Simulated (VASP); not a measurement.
# Yb (Im-3m) in VASP: further runs

Yb is run at these levels: LDA, PBE, PBEsol; tasks: single point.

Everything below comes from runs of VASP 6.6.1. Logs are shortened: lines on timing, memory, paths and dates and some standing lists are left out, and cuts for length are marked.

### Step 1. The cell of the first run

It takes space group Im-3m (No. 229, cubic). Conventional cell: a = 4.303 Å, b = 4.303 Å, c = 4.303 Å, α = 90.00°, β = 90.00°, γ = 90.00°. Yb (site symmetry m-3m) has 14 Yb at 3.73 to 4.30 Å within 4.9 Å.

### Step 2. Single point, LDA, collinear spin, ferromagnetic start

File INCAR:

```
SYSTEM = Yb
  ALGO = Normal
  EDIFF = 1E-6
  ENCUT = 520
  GGA = CA
  ISIF = 2
  ISMEAR = -5
  ISPIN = 2
  LASPH = .True.
  LCHARG = .False.
  LMAXMIX = 6
  LORBIT = 11
  LREAL = .False.
  LWAVE = .False.
  MAGMOM = 0.3
  NBANDS = 14
  NELM = 150
  PREC = Accurate
  SIGMA = 0.05
```

File KPOINTS:

```
k-points
0
Gamma
  9 9 9
  0 0 0
```

File POSCAR:

```
Yb
1.0
   -2.1514830000      2.1514830000      2.1514830000
    2.1514830000     -2.1514830000      2.1514830000
    2.1514830000      2.1514830000     -2.1514830000
Yb
1
Direct
    0.0000000000      0.0000000000      0.0000000000
```

Potentials or basis: VASP PAW PBE potentials, release 64 (Yb_2), 4f in core.

Command:

```sh
> cat potpaw_PBE.64/Yb_2/POTCAR > POTCAR
> mpirun -np 1 vasp_std > vasp.out
```

OUTCAR:

```text
SYSTEM = Yb
   EDIFF = 1E-6
   ENCUT = 520
   GGA = CA
   ISIF = 2
   ISMEAR = -5
   ISPIN = 2
   LASPH = .True.
   LORBIT = 11
   LREAL = .False.
   NELM = 150
   PREC = Accurate

 ion  position               nearest neighbor table
   1  0.000  0.000  0.000-

  LATTYP: Found a body centered cubic cell.
 ALAT       =     4.3029660000

  Lattice vectors:

 A1 = (  -2.1514830000,   2.1514830000,   2.1514830000)
 A2 = (   2.1514830000,  -2.1514830000,   2.1514830000)
 A3 = (   2.1514830000,   2.1514830000,  -2.1514830000)

Analysis of symmetry for initial positions (statically):
=====================================================================
 Subroutine PRICEL returns:
 Original cell was already a primitive cell.

 Routine SETGRP: Setting up the symmetry group for a
 body centered cubic supercell.

 Subroutine GETGRP returns: Found 48 space group operations
 (whereof 48 operations were pure point group operations)
 out of a pool of 48 trial point group operations.

The static configuration has the point symmetry O_h .

Analysis of symmetry for dynamics (positions and initial velocities):
=====================================================================
 Subroutine PRICEL returns:
 Original cell was already a primitive cell.

 Routine SETGRP: Setting up the symmetry group for a
 body centered cubic supercell.

 Subroutine GETGRP returns: Found 48 space group operations
 (whereof 48 operations were pure point group operations)
 out of a pool of 48 trial point group operations.

The dynamic configuration has the point symmetry O_h .

Analysis of structural, dynamic, and magnetic symmetry:
=====================================================================
 Subroutine PRICEL returns:
 Original cell was already a primitive cell.

 Routine SETGRP: Setting up the symmetry group for a
 body centered cubic supercell.

 Subroutine GETGRP returns: Found 48 space group operations
 (whereof 48 operations were pure point group operations)
 out of a pool of 48 trial point group operations.

The overall configuration has the point symmetry O_h .

 Subroutine INISYM returns: Found 48 space group operations
 (whereof 48 operations are pure point group operations),
 and found     1 'primitive' translations

----------------------------------------------------------------------------------------

                                     Primitive cell

  volume of cell :      39.8358

  direct lattice vectors                    reciprocal lattice vectors
    -2.151483000  2.151483000  2.151483000     0.000000000  0.232397839  0.232397839
     2.151483000 -2.151483000  2.151483000     0.232397839  0.000000000  0.232397839
     2.151483000  2.151483000 -2.151483000     0.232397839  0.232397839  0.000000000

  length of vectors
     3.726477868  3.726477868  3.726477868     0.328660176  0.328660176  0.328660176

  position of ions in fractional coordinates (direct lattice)
     0.000000000  0.000000000  0.000000000

  ion indices of the primitive-cell ions
   primitive index   ion index
                 1           1

----------------------------------------------------------------------------------------

 KPOINTS: k-points

Automatic generation of k-mesh.
 Grid dimensions read from file:
 generate k-points for:    9    9    9

 Generating k-lattice:

  Cartesian coordinates                     Fractional coordinates (reciprocal lattice)
     0.000000000  0.025821982  0.025821982     0.111111111  0.000000000  0.000000000
     0.025821982  0.000000000  0.025821982     0.000000000  0.111111111  0.000000000
     0.025821982  0.025821982  0.000000000     0.000000000  0.000000000  0.111111111

  Length of vectors
     0.036517797  0.036517797  0.036517797

  Shift w.r.t. Gamma in fractional coordinates (k-lattice)
     0.000000000  0.000000000  0.000000000

 TETIRR: Found    774 inequivalent tetrahedra from     4374

 Subroutine IBZKPT returns following result:
 ===========================================

 Found     35 irreducible k-points:

 Following reciprocal coordinates:
            Coordinates               Weight
  0.000000  0.000000  0.000000      1.000000
  0.111111  0.000000  0.000000     12.000000
  0.222222  0.000000  0.000000     12.000000
  0.333333  0.000000  0.000000     12.000000
  0.444444  0.000000  0.000000     12.000000
  0.111111  0.111111  0.000000     24.000000
[... 16 lines left out ...]
 -0.333333  0.444444  0.111111     48.000000
 -0.444444 -0.444444  0.111111     24.000000
 [... further k-points ...]
   k-points           NKPTS =     35   k-points in BZ     NKDIM =     35   number of bands    NBANDS=     14
   number of dos      NEDOS =    301   number of ions     NIONS =      1
   total plane-waves  NPLWV =  21952
   dimension x,y,z NGX =    28 NGY =   28 NGZ =   28
   dimension x,y,z NGXF=    56 NGYF=   56 NGZF=   56
   ions per type =               1
   NGX,Y,Z   is equivalent  to a cutoff of  12.49, 12.49, 12.49 a.u.
   NGXF,Y,Z  is equivalent  to a cutoff of  24.98, 24.98, 24.98 a.u.
 SYSTEM =  Yb
   PREC   = accura    normal or accurate (medium, high low for compatibility)
   ISTART =      0    job   : 0-new  1-cont  2-samecut
   ICHARG =      2    charge: 1-file 2-atom 10-const
   ISPIN  =      2    spin polarized calculation?
   LNONCOLLINEAR =      F non collinear calculations
   LSORBIT =      F    spin-orbit coupling
   LASPH  =      T    aspherical Exc in radial PAW
   ENCUT  =  520.0 eV  38.22 Ry    6.18 a.u.   6.93  6.93  6.93*2*pi/ulx,y,z
   NELM   =    150;   NELMIN=  2; NELMDL= -5     # of ELM steps
   EDIFF  = 0.1E-05   stopping-criterion for ELM
   LREAL  =      F    real-space projection
   EDIFFG = 0.1E-04   stopping-criterion for IOM
   NSW    =      0    number of steps for IOM
   IBRION =     -1    ionic relax: 0-MD 1-quasi-New 2-CG
   NFREE  =      0    steps in history (QN), initial steepest desc. (CG)
   ISIF   =      2    stress and relaxation
   ISYM   =      2    0-nonsym 1-usesym 2-fastsym
   POTIM  = 0.5000    time-step for ionic-motion
   TEBEG  =    0.0;   TEEND  =   0.0 temperature during run
   PSTRESS=    0.0 pullay stress
   NELECT =       8.0000    total number of electrons
   NUPDOWN=      -1.0000    fix difference up-down
   EMIN   =  10.00;   EMAX   =-10.00  energy-range for DOS
   EFERMI =   0.00;   METHOD = LEGACY
   ISMEAR =    -5;   SIGMA  =   0.05  broadening in eV -4-tet -1-fermi 0-gaus
   EFERMI_NEDOS =   21; number of points for ismear=-14 and -15
   IALGO  =     38    algorithm
   IMIX   =      4    mixing-type and parameters
     AMIX     =   0.40;   BMIX     =  1.00
     AMIX_MAG =   1.60;   BMIX_MAG =  1.00
  volume/ion in A,a.u.               =      39.84       268.83
  Fermi-wavevector in a.u.,A,eV,Ry     =   0.958695  1.811670 12.505049  0.919095
  Thomas-Fermi vector in A             =   2.087825
   LORBIT       =     11    0 simple, 1 ext, 2 COOP (PROOUT), +10 PAW based schemes
   GGA     = CA    functional components
   LHFCALC =     F    Hartree Fock is set to
   AEXX    =    0.0000 exact exchange contribution
   IVDW    =     0    specifies the selected vdW correction
   LEPSILON=     F    determine dielectric tensor
   LRPA    =     F    only Hartree local field effects (RPA)
 spin polarized calculation
 Fermi weights with tetrahedron method with Bloechl corrections
  energy-cutoff  :      520.00
  volume of cell :       39.84
 maximum number of plane-waves:      1097
   NGX = 13   NGY = 13   NGZ = 13

 number of electron       8.0000003 magnetization      -0.0000741

 number of electron       8.0000003 magnetization       0.0000463

 Free energy of the ion-electron system (eV)
  ---------------------------------------------------
  ext. energy  EPLUGINS =         0.00000000
  ---------------------------------------------------
  free energy    TOTEN  =        -1.87585081 eV

  energy without entropy =       -1.87585081  energy(sigma->0) =       -1.87585081

 E-fermi :   1.0687     XC(G=0):  -8.6343

 val. band max:        1.1761991568   @ k =   0.3333   0.3333   0.0000
 cond. band min:       1.0590960219   @ k =  -0.4444  -0.4444   0.3333
 fundamental gap:     -0.1171031349
 Fermi energy:         1.0687044898

 spin component 1

 k-point     1 :       0.0000    0.0000    0.0000
  band No.  band energies     occupation
      1     -21.8196      1.00000
      2     -21.8196      1.00000
      3     -21.8196      1.00000
      4      -3.7426      1.00000
      5       4.1199      0.00000
      6       4.1199      0.00000
      7       4.1199      0.00000
      8       5.9040      0.00000
      9       5.9040      0.00000
     10      11.2255      0.00000
     11      11.2255      0.00000
     12      11.2255      0.00000
     13      16.9790      0.00000
     14      16.9790      0.00000

 k-point     2 :       0.1111    0.0000    0.0000
  band No.  band energies     occupation
      1     -21.8533      1.00000
      2     -21.8306      1.00000
      3     -21.8196      1.00000
      4      -3.4645      1.00000
      5       3.8816      0.00000
      6       3.9296      0.00000
      7       4.3941      0.00000
      8       5.5891      0.00000
      9       5.8908      0.00000
     10      11.5155      0.00000
     11      11.8120      0.00000
     12      12.0845      0.00000
     13      14.9732      0.00000
     14      15.0029      0.00000
[... 343 lines left out ...]
      1     -22.0481      1.00000
      2     -21.9391      1.00000
      3     -21.8643      1.00000
      4      -0.3557      1.00099
      5       1.8627      0.00000
      6       2.9133      0.00000
      7       4.7278      0.00000
      8       5.9782      0.00000
      9       7.3030      0.00000
     10       8.8337      0.00000
     11      11.2245      0.00000
     12      11.5305      0.00000
     13      14.5700      0.00000
     14      16.6995      0.00000

 k-point    24 :      -0.4444   -0.4444    0.1111
  band No.  band energies     occupation
      1     -22.0697      1.00000
      2     -21.9539      1.00000
      3     -21.8641      1.00000
      4       0.3899      1.00411
      5       1.4272      0.00000
      6       2.6793      0.00000
      7       4.5906      0.00000
      8       6.4167      0.00000
      9       7.8395      0.00000
     10       8.4215      0.00000
     11      10.2018      0.00000
     12      11.3755      0.00000
     13      14.7944      0.00000
     14      16.3971      0.00000

 [... further k-points ...]

 spin component 2

 k-point     1 :       0.0000    0.0000    0.0000
  band No.  band energies     occupation
      1     -21.8190      1.00000
      2     -21.8190      1.00000
      3     -21.8190      1.00000
      4      -3.7426      1.00000
      5       4.1202      0.00000
      6       4.1202      0.00000
      7       4.1202      0.00000
      8       5.9042      0.00000
      9       5.9042      0.00000
     10      11.2256      0.00000
     11      11.2256      0.00000
     12      11.2256      0.00000
     13      16.9792      0.00000
     14      16.9792      0.00000

 k-point     2 :       0.1111    0.0000    0.0000
  band No.  band energies     occupation
      1     -21.8527      1.00000
      2     -21.8300      1.00000
      3     -21.8190      1.00000
      4      -3.4644      1.00000
      5       3.8818      0.00000
      6       3.9298      0.00000
      7       4.3944      0.00000
      8       5.5892      0.00000
      9       5.8910      0.00000
     10      11.5156      0.00000
     11      11.8121      0.00000
     12      12.0846      0.00000
     13      14.9733      0.00000
     14      15.0030      0.00000
[... 343 lines left out ...]
      1     -22.0475      1.00000
      2     -21.9384      1.00000
      3     -21.8637      1.00000
      4      -0.3556      1.00099
      5       1.8629      0.00000
      6       2.9136      0.00000
      7       4.7280      0.00000
      8       5.9784      0.00000
      9       7.3033      0.00000
     10       8.8339      0.00000
     11      11.2247      0.00000
     12      11.5307      0.00000
     13      14.5702      0.00000
     14      16.6997      0.00000

 k-point    24 :      -0.4444   -0.4444    0.1111
  band No.  band energies     occupation
      1     -22.0691      1.00000
      2     -21.9532      1.00000
      3     -21.8634      1.00000
      4       0.3900      1.00412
      5       1.4273      0.00000
      6       2.6796      0.00000
      7       4.5908      0.00000
      8       6.4169      0.00000
      9       7.8397      0.00000
     10       8.4219      0.00000
     11      10.2021      0.00000
     12      11.3756      0.00000
     13      14.7946      0.00000
     14      16.3973      0.00000

 [... further k-points ...]
[... 5 lines left out ...]
  --------------------------------------------------------------------------------------
  -------------------------------------------------------------------------------------
  Total       -0.6302428     -0.6302428     -0.6302428     -0.0000000     -0.0000000     -0.0000000
  in kB      -25.3480597    -25.3480597    -25.3480597     -0.0000000     -0.0000000     -0.0000000
  external PRESSURE =     -25.3480597 kB  Pullay stress =       0.0000000 kB

 VOLUME and BASIS-vectors are now :
 -----------------------------------------------------------------------------
  energy-cutoff  :      520.00
  volume of cell :       39.84
      direct lattice vectors                 reciprocal lattice vectors
    -2.151483000  2.151483000  2.151483000     0.000000000  0.232397839  0.232397839
     2.151483000 -2.151483000  2.151483000     0.232397839  0.000000000  0.232397839
     2.151483000  2.151483000 -2.151483000     0.232397839  0.232397839  0.000000000

 POSITION                                       TOTAL-FORCE (eV/Angst)
 -----------------------------------------------------------------------------------
      0.00000      0.00000      0.00000         0.000000      0.000000     -0.000000
 -----------------------------------------------------------------------------------
    total drift:                                0.000000      0.000000      0.000000

  FREE ENERGIE OF THE ION-ELECTRON SYSTEM (eV)
  ---------------------------------------------------
  free  energy   TOTEN  =        -1.8758508089 eV

  energy  without entropy=       -1.8758508089  energy(sigma->0) =       -1.87585081

 total charge

# of ion       s       p       d       tot
------------------------------------------
    1        0.498   6.250   0.307   7.054

 magnetization (x)

# of ion       s       p       d       tot
------------------------------------------
    1       -0.000   0.000   0.000   0.000
```

Run time: 23 s. Hardware: 1 thread of AMD EPYC 7R13 (Zen 3), shared host; peak memory 0.14 GiB.

Results:

- Free energy: -1.8759 eV
- Pressure: -2.5 GPa
- Band gap on the k mesh: zero (filled and empty bands overlap)
- Net moment: 0.00 μB per cell
- Valence electrons inside the program's atomic spheres: Yb 7.05

Levels at points of the mesh, in eV from the Fermi level:
Spin up:
```csv
k point,band 1,band 2,band 3,band 4,band 5,band 6,band 7,band 8
"(0.00, 0.00, 0.00)",-22.89,-22.89,-22.89,-4.81,3.05,3.05,3.05,4.84
```
Spin down:
```tsv
k point	band 2	band 3	band 4	band 5	band 6	band 7
(0.00, 0.00, 0.00)	-22.89	-22.89	-4.81	3.05	3.05	3.05
```

Caveat: the PAW data sets were made with another functional, which shifts forces and pressure a little; spin-orbit coupling is left out, which moves the levels of the heavy elements; the 4f electrons are frozen in the core, so they carry no moment and show no levels; tetrahedron occupations give inexact forces and stress in metals.

[end of part 1 of 2]
